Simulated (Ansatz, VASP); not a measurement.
**Two plane-wave programs on PbO**

```
Pb O
1.0
     3.97440    0.00000    0.00000
     0.00000    3.97440    0.00000
     0.00000    0.00000    5.02200
Pb O
2 2
Direct
  0.00000 0.50000 0.24027
  0.50000 0.00000 0.75973
  0.00000 0.00000 0.00000
  0.50000 0.50000 0.00000
```

Alike in both runs: task electric field gradients; functional r2SCAN; k mesh 8 × 8 × 7; occupations fermi-dirac, width 0.01 eV; no spin polarisation.

|  | VASP | Ansatz |
| --- | --- | --- |
| version | VASP 6.6.1 | Ansatz 0.2.0 |
| potentials or method | VASP PAW PBE potentials, release 64 (Pb_d, O) | plane-wave PAW, scalar-relativistic |
| plane-wave cutoff (eV) | 520 | 500 |
| valence electrons in the cell | 40 | 40 |

|  | VASP | Ansatz | Ansatz less VASP |
| --- | --- | --- | --- |
| gap on the k mesh at the Fermi level (eV) | 1.42 | 1.42 | 0.000 |
| pressure (GPa) | 0.6 | 0.1 | -0.48 |
| traceless stress, the component that is largest in VASP (GPa) | -0.62 | -0.52 | +0.098 |
| rms of the force components (eV/Å) | 0.111 | 0.155 | +0.0440 |
| size of Vzz on the site where it differs most (V/Å²) | 274.8 | 262.1 | -12.70 |

VASP's potentials were made for PBE, not for r2SCAN. Atom by atom the forces differ by 0.044 eV/Å (rms over components).

Neither program's run includes spin-orbit coupling.
